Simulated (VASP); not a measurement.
# Si (P1) in VASP: single point with HSE06

Aim: the single point of Si with HSE06.

Program: VASP 6.6.1. These are calculated values, not measurements. Logs are shortened: lines on timing, memory, paths and dates and some standing lists are left out, and cuts for length are marked.

### 1 The cell of the first run

The typed cell holds 72 atoms: a = 15.397 Å, b = 11.548 Å, c = 11.548 Å, α = 60.00°, β = 60.00°, γ = 60.00°.

### 2 Single point, HSE06

POSCAR

```
Si
1.0
    0.0000000000     10.8874040000     10.8874040000
    8.1655530000      0.0000000000      8.1655530000
    8.1655530000      8.1655530000      0.0000000000
Si
72
Direct
    0.0685740000      0.0810370000      0.0847010000
    0.0003810000      0.0028930000     -0.0048570000
    0.0614220000      0.0807300000      0.4129440000
   -0.0021920000     -0.0017750000      0.3323400000
    0.0601440000      0.0847950000      0.7481040000
   -0.0083080000      0.0041240000      0.6653090000
    0.0605690000      0.4175960000      0.0841300000
    0.0001370000      0.3303740000      0.0006640000
    0.0585060000      0.4216670000      0.4122830000
   -0.0005370000      0.3334000000      0.3340920000
    0.0618590000      0.4183390000      0.7374100000
   -0.0006070000      0.3323310000      0.6647150000
    0.0661390000      0.7461660000      0.0825950000
   -0.0056300000      0.6671610000     -0.0060970000
    0.0580620000      0.7577500000      0.4186620000
   -0.0003650000      0.6668050000      0.3278460000
    0.0593990000      0.7510230000      0.7421350000
    0.0003710000      0.6601290000      0.6666320000
    0.3092310000      0.0890310000      0.0864450000
    0.2482980000     -0.0070970000     -0.0032150000
    0.3120080000      0.0793880000      0.4172070000
    0.2522660000     -0.0006500000      0.3313500000
    0.3142190000      0.0818370000      0.7525310000
    0.2488180000      0.0052280000      0.6652320000
    0.3093640000      0.4165550000      0.0806550000
    0.2471830000      0.3324380000      0.0021880000
    0.3064570000      0.4160640000      0.4156860000
    0.2492810000      0.3357190000      0.3282960000
    0.3139160000      0.4154290000      0.7499600000
    0.2490960000      0.3317480000      0.6643990000
    0.3132760000      0.7569940000      0.0866400000
    0.2519550000      0.6682440000     -0.0020620000
    0.3138160000      0.7569220000      0.4117960000
    0.2519220000      0.6698870000      0.3339870000
    0.3143300000      0.7545660000      0.7574710000
    0.2532150000      0.6721970000      0.6675550000
    0.5644790000      0.0836860000      0.0841180000
    0.4986000000      0.0021480000      0.0048590000
    0.5619190000      0.0840110000      0.4186480000
    0.4999070000      0.0031000000      0.3340520000
    0.5592940000      0.0795540000      0.7523810000
    0.5015370000      0.0037090000      0.6673940000
    0.5629270000      0.4110100000      0.0880810000
    0.4974810000      0.3368490000     -0.0041190000
    0.5606700000      0.4170880000      0.4150610000
    0.4980810000      0.3363590000      0.3355910000
    0.5634580000      0.4153850000      0.7470210000
    0.4986790000      0.3314110000      0.6664870000
    0.5644480000      0.7493280000      0.0804930000
    0.4983240000      0.6710640000      0.0005000000
    0.5630640000      0.7509150000      0.4186750000
    0.5003220000      0.6707190000      0.3361200000
    0.5550690000      0.7494850000      0.7602350000
    0.4966280000      0.6670800000      0.6704010000
    0.8124830000      0.0879670000      0.0789150000
    0.7467210000     -0.0006720000     -0.0025820000
    0.8096890000      0.0853020000      0.4175980000
    0.7500210000     -0.0014130000      0.3342460000
    0.8121840000      0.0807970000      0.7517770000
    0.7509650000      0.0002810000      0.6690750000
    0.8096220000      0.4161640000      0.0815140000
    0.7534630000      0.3350960000      0.0073330000
    0.8165850000      0.4153810000      0.4128750000
    0.7512580000      0.3323530000      0.3327850000
    0.8097410000      0.4187490000      0.7506440000
    0.7510470000      0.3344080000      0.6635380000
    0.8066830000      0.7490590000      0.0811320000
    0.7486250000      0.6699910000     -0.0003450000
    0.8164220000      0.7506290000      0.4190490000
    0.7513180000      0.6694570000      0.3289740000
    0.8153330000      0.7503740000      0.7466170000
    0.7515950000      0.6678640000      0.6711260000
```

INCAR.step1

```
  ALGO = Normal
  EDIFF = 1E-5
  ENCUT = 400
  GGA = PE
  GGA_COMPAT = False
  ISIF = 2
  ISMEAR = 0
  LASPH = True
  LREAL = Auto
  LWAVE = True
  NBANDS = 186
  NCORE = 4
  NELM = 120
  PREC = Accurate
  SIGMA = 0.01
```

INCAR.step2

```
  ALGO = Normal
  EDIFF = 1E-6
  ENCUT = 400
  GGA = PE
  GGA_COMPAT = False
  HFSCREEN = 0.2079
  ISIF = 2
  ISMEAR = 0
  ISTART = 1
  LASPH = True
  LCHARG = True
  LELF = True
  LHFCALC = True
  LREAL = Auto
  LVHAR = True
  LWAVE = False
  NBANDS = 186
  NCORE = 4
  NELM = 120
  PREC = Accurate
  PRECFOCK = Fast
  SIGMA = 0.01
```

KPOINTS

```
k-points
0
Gamma
  1 1 1
```

Potentials or basis: VASP PAW PBE potentials, release 64 (Si).

Launch:

```
> cat potpaw_PBE.64/Si/POTCAR > POTCAR
> cp INCAR.step1 INCAR
> mpirun -np 4 vasp_gam > vasp.out
> cp INCAR.step2 INCAR
> mpirun -np 4 vasp_gam > vasp.out
```

OUTCAR:

```text
EDIFF = 1E-6
   ENCUT = 400
   GGA = PE
   HFSCREEN = 0.2079
   ISIF = 2
   ISMEAR = 0
   ISTART = 1
   LASPH = True
   LHFCALC = True
   LREAL = Auto
   NELM = 120
   PREC = Accurate
   PRECFOCK = Fast

 ion  position               nearest neighbor table
   1  0.069  0.081  0.085-  20 2.27   4 2.34   8 2.35   2 2.44
   2  0.000  0.003  0.995-   5 2.33  55 2.36  13 2.42   1 2.44
   3  0.061  0.081  0.413-   4 2.34   6 2.38  10 2.38  22 2.40
   4  0.998  0.998  0.332-  15 2.27   3 2.34   1 2.34  57 2.37
   5  0.060  0.085  0.748-   2 2.33  12 2.33  24 2.37   6 2.40
   6  0.992  0.004  0.665-  59 2.26   3 2.38  17 2.39   5 2.40
[... 64 lines left out ...]
  71  0.815  0.750  0.747-  72 2.29  18 2.33  60 2.36  68 2.39
  72  0.752  0.668  0.671-  71 2.29  65 2.35  69 2.38  53 2.47

  LATTYP: Found a base centered monoclinic cell.
 ALAT       =    20.0014383177
 B/A-ratio  =     0.5773502692
 C/A-ratio  =     0.7698003589
 COS(beta)  =    -0.5773502692

  Lattice vectors:

 A1 = (   8.1655530000,   8.1655530000,   0.0000000000)
 A2 = (   8.1655530000,   0.0000000000,   8.1655530000)
 A3 = (   0.0000000000, -10.8874040000, -10.8874040000)

Analysis of symmetry for initial positions (statically):
=====================================================================
 Subroutine PRICEL returns:
 Original cell was already a primitive cell.

 Routine SETGRP: Setting up the symmetry group for a
 base centered monoclinic supercell.

 Subroutine GETGRP returns: Found  1 space group operations
 (whereof  1 operations were pure point group operations)
 out of a pool of  4 trial point group operations.

The static configuration has the point symmetry C_1 .

Analysis of symmetry for dynamics (positions and initial velocities):
=====================================================================
 Subroutine PRICEL returns:
 Original cell was already a primitive cell.

 Routine SETGRP: Setting up the symmetry group for a
 base centered monoclinic supercell.

 Subroutine GETGRP returns: Found  1 space group operations
 (whereof  1 operations were pure point group operations)
 out of a pool of  4 trial point group operations.

The dynamic configuration has the point symmetry C_1 .

 Subroutine INISYM returns: Found  1 space group operations
 (whereof  1 operations are pure point group operations),
 and found     1 'primitive' translations

----------------------------------------------------------------------------------------

                                     Primitive cell

  volume of cell :    1451.8627

  direct lattice vectors                    reciprocal lattice vectors
     0.000000000 10.887404000 10.887404000    -0.045924630  0.045924630  0.045924630
     8.165553000  0.000000000  8.165553000     0.061232840 -0.061232840  0.061232840
     8.165553000  8.165553000  0.000000000     0.061232840  0.061232840 -0.061232840

  length of vectors
    15.397114396 11.547835797 11.547835797     0.079543792  0.106058390  0.106058390

  position of ions in fractional coordinates (direct lattice)
     0.068574000  0.081037000  0.084701000
     0.000381000  0.002893000  0.995143000
     0.061422000  0.080730000  0.412944000
     0.997808000  0.998225000  0.332340000
     0.060144000  0.084795000  0.748104000
     0.991692000  0.004124000  0.665309000
[... 64 lines left out ...]
     0.815333000  0.750374000  0.746617000
     0.751595000  0.667864000  0.671126000

  ion indices of the primitive-cell ions
   primitive index   ion index
                 1           1
                 2           2
                 3           3
                 4           4
                 5           5
                 6           6
[... 64 lines left out ...]
                71          71
                72          72

----------------------------------------------------------------------------------------

 KPOINTS: k-points

Automatic generation of k-mesh.
 Grid dimensions read from file:
 generate k-points for:    1    1    1

 Generating k-lattice:

  Cartesian coordinates                     Fractional coordinates (reciprocal lattice)
    -0.045924630  0.045924630  0.045924630     1.000000000  0.000000000  0.000000000
     0.061232840 -0.061232840  0.061232840     0.000000000  1.000000000  0.000000000
     0.061232840  0.061232840 -0.061232840     0.000000000  0.000000000  1.000000000

  Length of vectors
     0.079543792  0.106058390  0.106058390

  Shift w.r.t. Gamma in fractional coordinates (k-lattice)
     0.000000000  0.000000000  0.000000000

 Subroutine IBZKPT returns following result:
 ===========================================

 Found      1 irreducible k-points:

 Following reciprocal coordinates:
            Coordinates               Weight
  0.000000  0.000000  0.000000      1.000000
   k-points           NKPTS =      1   k-points in BZ     NKDIM =      1   number of bands    NBANDS=    186
   number of dos      NEDOS =    301   number of ions     NIONS =     72
   total plane-waves  NPLWV = 640000
   dimension x,y,z NGX =   100 NGY =   80 NGZ =   80
   dimension x,y,z NGXF=   200 NGYF=  160 NGZF=  160
   ions per type =              72
   NGX,Y,Z   is equivalent  to a cutoff of  10.80, 11.52, 11.52 a.u.
   NGXF,Y,Z  is equivalent  to a cutoff of  21.59, 23.03, 23.03 a.u.
 SYSTEM =  unknown system
   PREC   = accura    normal or accurate (medium, high low for compatibility)
   ISTART =      1    job   : 0-new  1-cont  2-samecut
   ICHARG =      0    charge: 1-file 2-atom 10-const
   ISPIN  =      1    spin polarized calculation?
   LNONCOLLINEAR =      F non collinear calculations
   LSORBIT =      F    spin-orbit coupling
   LASPH  =      T    aspherical Exc in radial PAW
   ENCUT  =  400.0 eV  29.40 Ry    5.42 a.u.  25.11 18.83 18.83*2*pi/ulx,y,z
   NELM   =    120;   NELMIN=  2; NELMDL=  0     # of ELM steps
   EDIFF  = 0.1E-05   stopping-criterion for ELM
   LREAL  =      T    real-space projection
   EDIFFG = 0.1E-04   stopping-criterion for IOM
   NSW    =      0    number of steps for IOM
   IBRION =     -1    ionic relax: 0-MD 1-quasi-New 2-CG
   NFREE  =      0    steps in history (QN), initial steepest desc. (CG)
   ISIF   =      2    stress and relaxation
   ISYM   =      3    0-nonsym 1-usesym 2-fastsym
   POTIM  = 0.5000    time-step for ionic-motion
   TEBEG  =    0.0;   TEEND  =   0.0 temperature during run
   PSTRESS=    0.0 pullay stress
   NELECT =     288.0000    total number of electrons
   NUPDOWN=      -1.0000    fix difference up-down
   EMIN   =  10.00;   EMAX   =-10.00  energy-range for DOS
   EFERMI =   0.00;   METHOD = LEGACY
   ISMEAR =     0;   SIGMA  =   0.01  broadening in eV -4-tet -1-fermi 0-gaus
   EFERMI_NEDOS =   21; number of points for ismear=-14 and -15
   IALGO  =     38    algorithm
   IMIX   =      1    mixing-type and parameters
     AMIX     =   0.40;   BMIX     =  1.00
     AMIX_MAG =   1.60;   BMIX_MAG =  1.00
  volume/ion in A,a.u.               =      20.16       136.08
  Fermi-wavevector in a.u.,A,eV,Ry     =   0.954766  1.804247 12.402785  0.911579
  Thomas-Fermi vector in A             =   2.083543
   LORBIT       =      0    0 simple, 1 ext, 2 COOP (PROOUT), +10 PAW based schemes
   GGA     = PE    functional components
   LHFCALC =     T    Hartree Fock is set to
   PRECFOCK=fast      Normal, Fast or Accurate (Low or Medium for compatibility)
   ENCUT4O =  -1.0   cutoff for four orbital integrals eV
   NKREDX  =     1    reduce k-point grid by
   NKREDY  =     1    reduce k-point grid by
   NKREDZ  =     1    reduce k-point grid by
   AEXX    =    0.2500 exact exchange contribution
   HFSCREEN=    0.2079 screening length (either q_TF or 0.3 A-1)
   HFSCREENC=   0.2079 screening length for correlation (either q_TF or 0.3 A-1)
   ENCUTFOCK=  -1.0 apply spherical cutoff to Coloumb kernel
   IVDW    =     0    specifies the selected vdW correction
   LEPSILON=     F    determine dielectric tensor
   LRPA    =     F    only Hartree local field effects (RPA)
 non-spin polarized calculation
 Gauss-broadening in eV      SIGMA  =   0.01
  energy-cutoff  :      400.00
  volume of cell :     1451.86
 maximum number of plane-waves:     13214
 NGX is ok and might be reduce to    96
  NGX = 54; NGY = 40; NGZ = 40

 number of electron     287.9999999 magnetization

 Free energy of the ion-electron system (eV)
  ---------------------------------------------------
  ext. energy  EPLUGINS =         0.00000000
  ---------------------------------------------------
  free energy    TOTEN  =      -438.57463593 eV

  energy without entropy =     -438.57463593  energy(sigma->0) =     -438.57463593

 E-fermi :   5.5355     XC(G=0):  -7.8025

 val. band max:        5.4825080688   @ k =   0.0000   0.0000   0.0000
 cond. band min:       6.7442763638   @ k =   0.0000   0.0000   0.0000
 fundamental gap:      1.2617682950
 Fermi energy:         5.5355310174

 k-point     1 :       0.0000    0.0000    0.0000
  band No.  band energies     occupation
      1      -7.8083      2.00000
      2      -6.9817      2.00000
      3      -6.8933      2.00000
      4      -6.4883      2.00000
      5      -6.4027      2.00000
      6      -6.3386      2.00000
[... 148 lines left out ...]
    155       7.3500      0.00000
    156       7.3900      0.00000
 [bands above 156 left out]

------------------------ aborting loop because EDIFF is reached ----------------------------------------

  FORCE on cell =-STRESS in cart. coord.  units (eV):
  Direction    XX          YY          ZZ          XY          YZ          ZX
  --------------------------------------------------------------------------------------
  -------------------------------------------------------------------------------------
  Total        6.4229438      5.3055827      5.7294124     16.6106955    -11.9632960     15.7968245
  in kB        7.0879258      5.8548818      6.3225916     18.3304388    -13.2018834     17.4323059
  external PRESSURE =       6.4217997 kB  Pullay stress =       0.0000000 kB

 VOLUME and BASIS-vectors are now :
 -----------------------------------------------------------------------------
  energy-cutoff  :      400.00
  volume of cell :     1451.86
      direct lattice vectors                 reciprocal lattice vectors
     0.000000000 10.887404000 10.887404000    -0.045924630  0.045924630  0.045924630
     8.165553000  0.000000000  8.165553000     0.061232840 -0.061232840  0.061232840
     8.165553000  8.165553000  0.000000000     0.061232840  0.061232840 -0.061232840

 POSITION                                       TOTAL-FORCE (eV/Angst)
 -----------------------------------------------------------------------------------
      1.35334      1.43822      1.40830        -0.094586     -1.358141     -0.960524
      8.14952      8.13004      0.02777         0.248493      0.826492     -0.203433
      4.03112      4.04064      1.32793         0.462750      0.327705      0.301709
     10.86480     13.57728     19.01460         0.603393     -0.346985      0.413359
      6.80108      6.76349      1.34721        -0.398824     -0.038217     -0.061512
      5.46629     16.22957     10.83063        -0.826666      0.894169      0.709934
[... 64 lines left out ...]
     12.22376     14.97340     15.00408         0.668315      0.456356     -0.001993
     10.93359     13.66303     13.63640        -0.189194     -0.961979     -0.773612
 -----------------------------------------------------------------------------------
    total drift:                                0.000927      0.002037     -0.001049

  FREE ENERGIE OF THE ION-ELECTRON SYSTEM (eV)
  ---------------------------------------------------
  free  energy   TOTEN  =      -438.5746359287 eV

  energy  without entropy=     -438.5746359287  energy(sigma->0) =     -438.57463593
```

Wall time 8.7 min (4 MPI ranks of AMD EPYC 7R43 (Zen 3), shared host); peak memory 0.51 GiB.

What came out:

| Item | Value |
| --- | --- |
| Free energy | -438.5746 eV |
| Pressure | 0.6 GPa |
| Largest force | 3.140 eV/Å |
| Band gap on the k mesh | 1.26 eV |

Forces in eV/Å, atoms in the order of the input:
```
Si  -0.095 -1.358 -0.961
Si   0.248  0.826 -0.203
Si   0.463  0.328  0.302
Si   0.603 -0.347  0.413
Si  -0.399 -0.038 -0.062
Si  -0.827  0.894  0.710
Si  -0.130 -0.353 -0.133
Si  -0.162 -0.536  0.406
Si  -0.193  0.904 -0.024
Si  -0.683 -0.055 -0.029
Si   0.545  1.665 -0.514
Si  -0.192 -0.884 -0.244
Si  -0.213 -1.477 -0.053
Si   0.358  0.683  0.643
Si  -1.563  0.438 -0.512
Si   0.746  0.664  0.674
Si   0.335  0.897  0.477
Si   0.214 -0.680  0.542
Si  -1.381 -0.187 -0.555
Si   1.466  0.685  1.722
Si   0.430 -0.086  0.776
Si   0.589 -0.595 -0.350
Si  -0.331 -0.727  0.233
Si   0.026  0.315 -0.199
Si   0.184  0.248  0.658
Si  -0.011 -0.613  0.339
Si   0.213  0.636  1.096
Si  -0.195 -0.177 -0.892
Si   0.320 -0.652 -0.099
Si   0.425  0.174  0.170
Si  -1.266  0.161 -1.309
Si   0.709  0.961 -0.317
Si  -0.028  1.010 -0.547
Si   0.242 -0.345 -0.773
Si  -0.581 -1.304 -0.119
Si  -0.136 -0.362 -0.481
Si   0.431 -0.617 -0.113
Si  -0.410 -0.257 -0.248
Si   0.102  0.002  0.322
Si  -0.193  0.034 -0.332
Si   0.845  1.027  1.127
Si  -0.848 -0.424 -1.290
Si   0.146 -0.607  0.689
Si  -0.007  0.655 -0.119
Si   0.605  0.537  0.593
Si  -0.337 -0.461 -0.805
Si   0.097 -0.150  0.028
Si  -0.294  0.158  0.158
Si   0.922  0.112 -0.009
Si  -0.159  0.905 -0.881
Si   0.254  0.141  0.271
Si  -0.789 -0.353 -0.193
Si  -0.879 -0.239  1.436
Si  -0.394  0.385  0.415
Si  -0.221  0.414 -0.636
Si   0.320  0.788  0.537
Si  -0.169  0.211 -0.022
Si   0.000 -0.324  0.306
Si   0.706 -0.772  0.084
Si  -0.273 -0.688 -0.423
Si   1.365  1.697  1.593
Si  -1.595 -2.288 -1.443
Si   0.524 -0.487 -0.186
Si   0.203 -0.445 -0.105
Si   0.172  0.656  0.119
Si   0.031  0.061 -0.255
Si   0.677  0.825  0.955
Si  -1.180 -0.574 -0.644
Si  -0.219 -0.722 -0.709
Si   0.359  0.596 -0.230
Si   0.668  0.456 -0.002
Si  -0.189 -0.962 -0.774
```

Stress tensor (GPa, compression positive):
```
 0.71  1.83  1.74
 1.83  0.59 -1.32
 1.74 -1.32  0.63
```

Caveat: the k points lie up to 0.67 Å⁻¹ apart; the PAW data sets were made with another functional, which shifts forces and pressure a little. A k mesh can miss the band edges.
